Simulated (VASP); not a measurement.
# F (Fd-3m) in VASP: further runs

F is run at these levels: PBE; tasks: single point.

All numbers are computed with VASP 6.6.1; they aren't measurements. Logs are shortened: lines on timing, memory, paths and dates and some standing lists are left out, and cuts for length are marked.

**1. The cell of the first run**

The structure is cubic, space group Fd-3m (No. 227). Conventional cell: a = 3.736 Å, b = 3.736 Å, c = 3.736 Å, α = 90.00°, β = 90.00°, γ = 90.00°. Within 2.2 Å of F (site symmetry -43m) lie 4 F at 1.62 Å.

**2. Single point, PBE (volume scaled by 0.45)**

INCAR reads:

```
ALGO = Normal
EDIFF = 1E-6
ENCUT = 520
GGA = PE
ISIF = 2
ISMEAR = -1
LASPH = True
LCHARG = True
LELF = True
LREAL = False
LVHAR = True
LWAVE = False
NBANDS = 14
NELM = 60
PREC = Accurate
SIGMA = 0.05
```

KPOINTS reads:

```
k-points
0
Gamma
  13 13 13
```

POSCAR reads:

```
F
1.0
    0.0000000000      1.8677606485      1.8677606485
    1.8677606485      0.0000000000      1.8677606485
    1.8677606485      1.8677606485      0.0000000000
F
2
Direct
   -0.1250000000     -0.1250000000     -0.1250000000
    0.1250000000      0.1250000000      0.1250000000
```

Potentials or basis: VASP PAW PBE potentials, release 64 (F).

Command:

```sh
cat potpaw_PBE.64/F/POTCAR > POTCAR
mpirun -np 1 vasp_std > vasp.out
```

OUTCAR:

```text
EDIFF = 1E-6
   ENCUT = 520
   GGA = PE
   ISIF = 2
   ISMEAR = -1
   LASPH = True
   LREAL = False
   NELM = 60
   PREC = Accurate

 ion  position               nearest neighbor table
   1  0.875  0.875  0.875-   2 1.62   2 1.62   2 1.62   2 1.62
   2  0.125  0.125  0.125-   1 1.62   1 1.62   1 1.62   1 1.62

  LATTYP: Found a face centered cubic cell.
 ALAT       =     3.7355212970

  Lattice vectors:

 A1 = (   0.0000000000,   1.8677606485,   1.8677606485)
 A2 = (   1.8677606485,   0.0000000000,   1.8677606485)
 A3 = (   1.8677606485,   1.8677606485,   0.0000000000)

Analysis of symmetry for initial positions (statically):
=====================================================================
 Subroutine PRICEL returns:
 Original cell was already a primitive cell.

 Routine SETGRP: Setting up the symmetry group for a
 face centered cubic supercell.

 Subroutine GETGRP returns: Found 48 space group operations
 (whereof 12 operations were pure point group operations)
 out of a pool of 48 trial point group operations.

The static configuration has the point symmetry D_3d.
 The point group associated with its full space group is O_h .

Analysis of symmetry for dynamics (positions and initial velocities):
=====================================================================
 Subroutine PRICEL returns:
 Original cell was already a primitive cell.

 Routine SETGRP: Setting up the symmetry group for a
 face centered cubic supercell.

 Subroutine GETGRP returns: Found 48 space group operations
 (whereof 12 operations were pure point group operations)
 out of a pool of 48 trial point group operations.

The dynamic configuration has the point symmetry D_3d.
 The point group associated with its full space group is O_h .

 Subroutine INISYM returns: Found 48 space group operations
 (whereof 12 operations are pure point group operations),
 and found     1 'primitive' translations

----------------------------------------------------------------------------------------

                                     Primitive cell

  volume of cell :      13.0315

  direct lattice vectors                    reciprocal lattice vectors
     0.000000000  1.867760649  1.867760649    -0.267700254  0.267700254  0.267700254
     1.867760649  0.000000000  1.867760649     0.267700254 -0.267700254  0.267700254
     1.867760649  1.867760649  0.000000000     0.267700254  0.267700254 -0.267700254

  length of vectors
     2.641412440  2.641412440  2.641412440     0.463670441  0.463670441  0.463670441

  position of ions in fractional coordinates (direct lattice)
     0.875000000  0.875000000  0.875000000
     0.125000000  0.125000000  0.125000000

  ion indices of the primitive-cell ions
   primitive index   ion index
                 1           1
                 2           2

----------------------------------------------------------------------------------------

 KPOINTS: k-points

Automatic generation of k-mesh.
 Grid dimensions read from file:
 generate k-points for:   13   13   13

 Generating k-lattice:

  Cartesian coordinates                     Fractional coordinates (reciprocal lattice)
    -0.020592327  0.020592327  0.020592327     0.076923077  0.000000000  0.000000000
     0.020592327 -0.020592327  0.020592327     0.000000000  0.076923077  0.000000000
     0.020592327  0.020592327 -0.020592327     0.000000000  0.000000000  0.076923077

  Length of vectors
     0.035666957  0.035666957  0.035666957

  Shift w.r.t. Gamma in fractional coordinates (k-lattice)
     0.000000000  0.000000000  0.000000000

 Subroutine IBZKPT returns following result:
 ===========================================

 Found     84 irreducible k-points:

 Following reciprocal coordinates:
            Coordinates               Weight
  0.000000  0.000000  0.000000      1.000000
  0.076923  0.000000  0.000000      8.000000
  0.153846  0.000000  0.000000      8.000000
  0.230769  0.000000  0.000000      8.000000
  0.307692  0.000000  0.000000      8.000000
  0.384615  0.000000  0.000000      8.000000
[... 16 lines left out ...]
  0.384615  0.153846  0.000000     24.000000
  0.461538  0.153846  0.000000     24.000000
 [... further k-points ...]
   k-points           NKPTS =     84   k-points in BZ     NKDIM =     84   number of bands    NBANDS=     14
   number of dos      NEDOS =    301   number of ions     NIONS =      2
   total plane-waves  NPLWV =   8000
   dimension x,y,z NGX =    20 NGY =   20 NGZ =   20
   dimension x,y,z NGXF=    40 NGYF=   40 NGZF=   40
   ions per type =               2
   NGX,Y,Z   is equivalent  to a cutoff of  12.59, 12.59, 12.59 a.u.
   NGXF,Y,Z  is equivalent  to a cutoff of  25.18, 25.18, 25.18 a.u.
 SYSTEM =  unknown system
   PREC   = accura    normal or accurate (medium, high low for compatibility)
   ISTART =      0    job   : 0-new  1-cont  2-samecut
   ICHARG =      2    charge: 1-file 2-atom 10-const
   ISPIN  =      1    spin polarized calculation?
   LNONCOLLINEAR =      F non collinear calculations
   LSORBIT =      F    spin-orbit coupling
   LASPH  =      T    aspherical Exc in radial PAW
   ENCUT  =  520.0 eV  38.22 Ry    6.18 a.u.   4.91  4.91  4.91*2*pi/ulx,y,z
   NELM   =     60;   NELMIN=  2; NELMDL= -5     # of ELM steps
   EDIFF  = 0.1E-05   stopping-criterion for ELM
   LREAL  =      F    real-space projection
   EDIFFG = 0.1E-04   stopping-criterion for IOM
   NSW    =      0    number of steps for IOM
   IBRION =     -1    ionic relax: 0-MD 1-quasi-New 2-CG
   NFREE  =      0    steps in history (QN), initial steepest desc. (CG)
   ISIF   =      2    stress and relaxation
   ISYM   =      2    0-nonsym 1-usesym 2-fastsym
   POTIM  = 0.5000    time-step for ionic-motion
   TEBEG  =    0.0;   TEEND  =   0.0 temperature during run
   PSTRESS=    0.0 pullay stress
   NELECT =      14.0000    total number of electrons
   NUPDOWN=      -1.0000    fix difference up-down
   EMIN   =  10.00;   EMAX   =-10.00  energy-range for DOS
   EFERMI =   0.00;   METHOD = LEGACY
   ISMEAR =    -1;   SIGMA  =   0.05  broadening in eV -4-tet -1-fermi 0-gaus
   EFERMI_NEDOS =   21; number of points for ismear=-14 and -15
   IALGO  =     38    algorithm
   IMIX   =      4    mixing-type and parameters
     AMIX     =   0.40;   BMIX     =  1.00
     AMIX_MAG =   1.60;   BMIX_MAG =  1.00
  volume/ion in A,a.u.               =       6.52        43.97
  Fermi-wavevector in a.u.,A,eV,Ry     =   1.676691  3.168486 38.249946  2.811292
  Thomas-Fermi vector in A             =   2.761089
   LORBIT       =      0    0 simple, 1 ext, 2 COOP (PROOUT), +10 PAW based schemes
   GGA     = PE    functional components
   LHFCALC =     F    Hartree Fock is set to
   AEXX    =    0.0000 exact exchange contribution
   IVDW    =     0    specifies the selected vdW correction
   LEPSILON=     F    determine dielectric tensor
   LRPA    =     F    only Hartree local field effects (RPA)
 non-spin polarized calculation
  energy-cutoff  :      520.00
  volume of cell :       13.03
 maximum number of plane-waves:       365
   NGX =  9   NGY =  9   NGZ =  9

 number of electron      14.0000022 magnetization

 Free energy of the ion-electron system (eV)
  ---------------------------------------------------
  ext. energy  EPLUGINS =         0.00000000
  ---------------------------------------------------
  free energy    TOTEN  =         3.24283236 eV

  energy without entropy =        3.25946858  energy(sigma->0) =        3.25115047

 E-fermi :   4.7967     XC(G=0): -12.3319

 val. band max:        4.7809340621   @ k =   0.3846   0.3077   0.0769
 cond. band min:       4.8147521839   @ k =   0.4615   0.1538   0.0769
 fundamental gap:      0.0338181218
 Fermi energy:         4.7966886701

 k-point     1 :       0.0000    0.0000    0.0000
  band No.  band energies     occupation
      1     -25.6193      2.00000
      2     -13.3073      2.00000
      3      -2.3183      2.00000
      4      -2.3183      2.00000
      5      -2.3183      2.00000
      6       2.1159      2.00000
      7       2.1159      2.00000
      8       2.1159      2.00000
      9      15.7725      0.00000
     10      34.0713      0.00000
     11      34.0713      0.00000
     12      34.0713      0.00000
     13      34.8366      0.00000
     14      34.8366      0.00000

 k-point     2 :       0.0769    0.0000    0.0000
  band No.  band energies     occupation
      1     -25.5151      2.00000
      2     -13.5347      2.00000
      3      -2.4275      2.00000
      4      -2.4275      2.00000
      5      -2.3923      2.00000
      6       2.2271      2.00000
      7       2.2425      2.00000
      8       2.2425      2.00000
      9      16.0390      0.00000
     10      32.5648      0.00000
     11      32.5648      0.00000
     12      32.8657      0.00000
     13      36.7333      0.00000
     14      36.7333      0.00000

 k-point     3 :       0.1538    0.0000    0.0000
  band No.  band energies     occupation
      1     -25.2107      2.00000
      2     -14.1672      2.00000
      3      -2.7009      2.00000
      4      -2.7009      2.00000
      5      -2.6327      2.00000
      6       2.5614      2.00000
      7       2.5614      2.00000
      8       2.5948      2.00000
      9      16.7411      0.00000
     10      30.8033      0.00000
     11      31.1758      0.00000
     12      31.1758      0.00000
     13      39.1180      0.00000
     14      39.1180      0.00000
[... 324 lines left out ...]
 k-point    23 :       0.3846    0.1538    0.0000
  band No.  band energies     occupation
      1     -23.5458      2.00000
      2     -16.9132      2.00000
      3      -4.9028      2.00000
      4      -4.0823      2.00000
      5      -1.4840      2.00000
      6       2.3406      2.00000
      7       4.1559      1.99999
      8       4.6191      1.94429
      9      19.2126      0.00000
     10      23.7507      0.00000
     11      31.1817      0.00000
     12      31.3886      0.00000
     13      39.7060      0.00000
     14      40.6996      0.00000

 k-point    24 :       0.4615    0.1538    0.0000
  band No.  band energies     occupation
      1     -22.9414      2.00000
      2     -17.7459      2.00000
      3      -5.3717      2.00000
      4      -4.1418      2.00000
      5      -1.6241      2.00000
      6       2.8585      2.00000
      7       4.2436      1.99997
      8       4.9846      0.04560
      9      19.7841      0.00000
     10      23.1376      0.00000
     11      30.5680      0.00000
     12      30.6247      0.00000
     13      40.5701      0.00000
     14      41.0855      0.00000

 [... further k-points ...]

------------------------ aborting loop because EDIFF is reached ----------------------------------------

  FORCE on cell =-STRESS in cart. coord.  units (eV):
  Direction    XX          YY          ZZ          XY          YZ          ZX
  --------------------------------------------------------------------------------------
  -------------------------------------------------------------------------------------
  Total       17.8042443     17.8042443     17.8042443      0.0000000      0.0000000      0.0000000
  in kB     2188.9733189   2188.9733189   2188.9733189      0.0000000      0.0000000      0.0000000
  external PRESSURE =    2188.9733189 kB  Pullay stress =       0.0000000 kB

 VOLUME and BASIS-vectors are now :
 -----------------------------------------------------------------------------
  energy-cutoff  :      520.00
  volume of cell :       13.03
      direct lattice vectors                 reciprocal lattice vectors
     0.000000000  1.867760649  1.867760649    -0.267700254  0.267700254  0.267700254
     1.867760649  0.000000000  1.867760649     0.267700254 -0.267700254  0.267700254
     1.867760649  1.867760649  0.000000000     0.267700254  0.267700254 -0.267700254

 POSITION                                       TOTAL-FORCE (eV/Angst)
 -----------------------------------------------------------------------------------
      3.26858      3.26858      3.26858        -0.000000     -0.000000      0.000000
      0.46694      0.46694      0.46694         0.000000      0.000000     -0.000000
 -----------------------------------------------------------------------------------
    total drift:                                0.000000      0.000000     -0.000000

  FREE ENERGIE OF THE ION-ELECTRON SYSTEM (eV)
  ---------------------------------------------------
  free  energy   TOTEN  =         3.2428323645 eV

  energy  without entropy=        3.2594685774  energy(sigma->0) =        3.25115047
```

It took 5.6 s on 1 thread of Intel Xeon 6975P-C (Granite Rapids), shared host; peak memory 0.12 GiB.

Results:

- Free energy: 3.2428 eV
- Pressure: 218.9 GPa
- Band gap on the k mesh: zero (band 7 reaches 5.68 eV, above the bottom of band 8 at 2.12 eV)

**3. Single point, PBE (volume scaled by 0.52)**

INCAR reads:

```
PREC = Accurate
ENCUT = 520
EDIFF = 1E-7
ISMEAR = -1
SIGMA = 0.05
LREAL = F
LASPH = T
NELM = 100
ALGO = Normal
ISIF = 2
LWAVE = F
LCHARG = F
GGA = PE
NBANDS = 14
```

KPOINTS reads:

```
Automatic mesh
0
Gamma
  13 13 13
```

POSCAR reads:

```
F
1.0
    0.0000000000      1.9599793590      1.9599793590
    1.9599793590      0.0000000000      1.9599793590
    1.9599793590      1.9599793590      0.0000000000
F
2
Direct
   -0.1250000000     -0.1250000000     -0.1250000000
    0.1250000000      0.1250000000      0.1250000000
```

Potentials or basis: VASP PAW PBE potentials, release 64 (F).

Command:

```sh
cat potpaw_PBE.64/F/POTCAR > POTCAR
mpirun -np 1 vasp_std > vasp.out
```

It took 5.9 s on 1 thread of Intel Xeon 6975P-C (Granite Rapids), shared host; peak memory 0.13 GiB.

Results (log left out):

* Free energy: 1.0828 eV
* Pressure: 128.6 GPa
* Band gap on the k mesh: zero (band 7 reaches 3.10 eV, above the bottom of band 8 at 0.26 eV)

Levels at points of the mesh, in eV from the Fermi level:
```csv
k point,band 3,band 4,band 5,band 6,band 7,band 8,band 9,band 10,band 11,band 12
"(0.00, 0.00, 0.00)",-5.95,-5.95,-5.95,-2.13,-2.13,-2.13,10.76,28.40,28.40,28.40
```

**4. Single point, PBE (volume scaled by 0.6)**

INCAR reads:

```
SYSTEM = F
ALGO = Normal
EDIFF = 1E-7
ENCUT = 520
GGA = PE
ISIF = 2
ISMEAR = -1
LASPH = .TRUE.
LCHARG = .FALSE.
LREAL = .FALSE.
LWAVE = .FALSE.
NBANDS = 14
NELM = 80
PREC = Accurate
SIGMA = 0.05
```

KPOINTS reads:

```
k-points
0
G
  13 13 13
  0 0 0
```

POSCAR reads:

```
F
1.0
    0.0000000000      2.0557365932      2.0557365932
    2.0557365932      0.0000000000      2.0557365932
    2.0557365932      2.0557365932      0.0000000000
F
2
Direct
   -0.1250000000     -0.1250000000     -0.1250000000
    0.1250000000      0.1250000000      0.1250000000
```

Command:

```sh
cat potpaw_PBE.64/F/POTCAR > POTCAR
mpirun -np 1 vasp_std > vasp.out
```

Wall time 6.1 s (1 thread of Intel Xeon 6975P-C (Granite Rapids), shared host); peak memory 0.13 GiB.

The run converged. Its results:

```yaml
Free_energy: -0.3385 eV
Pressure: 71.6 GPa
Band_gap_on_the_k_mesh: zero (band 7 reaches 0.90 eV, above the bottom of band 8 at -1.36 eV)
```

Levels at points of the mesh, in eV from the Fermi level:
```csv
k point,band 4,band 5,band 6,band 7,band 8,band 9,band 10,band 11
"(0.00, 0.00, 0.00)",-4.96,-4.96,-1.69,-1.69,-1.69,10.57,27.52,27.52
```

**5. Single point, PBE (volume scaled by 0.6)**

INCAR reads:

```
PREC = Accurate
ENCUT = 520
EDIFF = 1E-6
ISMEAR = -1
SIGMA = 0.05
LREAL = False
LASPH = True
NELM = 80
ALGO = Normal
ISIF = 2
LWAVE = False
LCHARG = False
GGA = PE
NBANDS = 14
```

KPOINTS reads:

```
Automatic mesh
0
Gamma
  13 13 13
```

POSCAR is that of step 4.

Command:

```sh
cat potpaw_PBE.64/F/POTCAR > POTCAR
mpirun -np 1 vasp_std > vasp.out
```

It took 6.1 s on 1 thread of Intel Xeon 6975P-C (Granite Rapids), shared host; peak memory 0.13 GiB.

It converged, with:

```
Free energy            : -0.3385 eV
Pressure               : 71.6 GPa
Band gap on the k mesh : zero (band 7 reaches 0.90 eV, above the bottom of band 8 at -1.36 eV)
```

Levels at points of the mesh, in eV from the Fermi level:
| k point | band 3 | band 4 | band 5 | band 6 | band 7 | band 8 | band 9 | band 10 | band 11 | band 12 |
| --- | --- | --- | --- | --- | --- | --- | --- | --- | --- | --- |
| (0.00, 0.00, 0.00) | -4.96 | -4.96 | -4.96 | -1.69 | -1.69 | -1.69 | 10.57 | 27.52 | 27.52 | 27.52 |

**6. The runs side by side**

| cell | gap on the mesh (eV) | pressure (GPa) |
| --- | --- | --- |
| a = 2.641 Å, angles 60.0°, 2 atoms | none | 218.9 |
| a = 2.772 Å, angles 60.0°, 2 atoms | none | 128.6 |
| a = 2.907 Å, angles 60.0°, 2 atoms | none | 71.6 |

Alike in all rows: task single point; level PBE; potentials or basis VASP PAW PBE potentials, release 64 (F); no spin polarisation; k mesh 13 × 13 × 13; cutoff (eV) 520; smearing fermi-dirac 0.05 eV.

Total energies depend on the potentials used, so only differences within one code and one set of settings carry meaning.
